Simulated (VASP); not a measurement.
CO2:

```
CELL_PARAMETERS angstrom
4.19256 0.00000 0.00000
0.00000 4.19256 0.00000
0.00000 0.00000 4.60512
ATOMIC_POSITIONS crystal
C 0.50000 0.50000 0.50000
C 0.00000 0.00000 0.00000
O 0.30427 0.69573 0.50000
O 0.69573 0.30427 0.50000
O 0.19573 0.19573 0.00000
O 0.80427 0.80427 0.00000
```

Base run:

```yaml
Program: VASP 6.6.1
Functional: r2SCAN
Potentials_or_basis: VASP PAW PBE potentials, release 64 (C, O)
Cutoff: 520 eV
k_mesh: 6 × 6 × 6
Occupations: gaussian, width 0.01 eV
Spin: no spin polarisation
```

Its results: band gap on the k mesh 7.25 eV (least direct gap 7.76 eV); pressure 2.6 GPa; largest force 0.705 eV/Å.

Q: The run is repeated on the same cell with these changes: functional from r2SCAN to LDA; potentials or basis from VASP PAW PBE potentials, release 64 (C, O) to VASP PAW LDA potentials, release 64 (C, O). What comes out?

A: Band gap on the k mesh 6.36 eV (least direct gap 6.87 eV); pressure 1.3 GPa; largest force 0.860 eV/Å.

Caveats: the PAW data sets were made with another functional, which shifts forces and pressure a little (at least some runs).

A k mesh can miss the band edges.
